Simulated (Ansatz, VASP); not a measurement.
**SrTe in VASP and in Ansatz**

```
CELL_PARAMETERS angstrom
0.00000 3.40996 3.40996
3.40996 0.00000 3.40996
3.40996 3.40996 0.00000
ATOMIC_POSITIONS crystal
Sr 0.50000 0.50000 0.50000
Te 0.00000 0.00000 0.00000
```

Alike in both runs: task single point; functional BLYP; k mesh 6 × 6 × 6; occupations gaussian, width 0.05 eV; no spin polarisation.

```csv
,VASP,Ansatz
version,VASP 6.6.1,Ansatz 0.2.0
potentials or method,"VASP PAW PBE potentials, release 64 (Sr_sv, Te), cutoff 500 eV","scalar-relativistic, plane waves, PAW"
valence electrons in the cell,16,26
```

|  | VASP | Ansatz | Ansatz less VASP |
| --- | --- | --- | --- |
| gap on the k mesh at the Fermi level (eV) | 1.99 | 2.02 | +0.036 |
| least direct gap on the mesh (eV) | 2.65 | 2.68 | +0.029 |
| pressure (GPa) | 0.3 | 0.2 | -0.14 |

VASP's potentials were made for PBE, not for BLYP. The functional is the same, so the differences come from potentials, cutoffs and numerics. VASP's potentials hold 16 valence electrons a cell and Ansatz's 26, so a difference there can come from the potentials and not from the codes.

Spin-orbit coupling is off throughout.
